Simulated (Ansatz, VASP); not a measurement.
## Au in VASP and in Ansatz

```
CELL_PARAMETERS angstrom
0.00000 2.06152 2.06152
2.06152 0.00000 2.06152
2.06152 2.06152 0.00000
ATOMIC_POSITIONS crystal
Au 0.00000 0.00000 0.00000
```

Alike in both runs: task single point; functional r2SCAN; k mesh 13 × 13 × 13; occupations gaussian, width 0.3 eV; no spin polarisation.

|  | VASP | Ansatz |
| --- | --- | --- |
| version | VASP 6.6.1 | Ansatz 0.2.0 |
| potentials or method | VASP PAW PBE potentials, release 64 (Au), cutoff 520 eV | plane waves (500 eV) with PAW, scalar-relativistic |
| valence electrons in the cell | 11 | 19 |

VASP gave:

| Quantity | Value |
| --- | --- |
| pressure (GPa) | 0.3 |

Question: Which values does Ansatz return?

Answer: Pressure (GPa): 0.1.

VASP's potentials were made for PBE, not for r2SCAN. VASP's potentials hold 11 valence electrons a cell and Ansatz's 19, so a difference there can come from the potentials and not from the codes.

Spin-orbit coupling is off throughout.
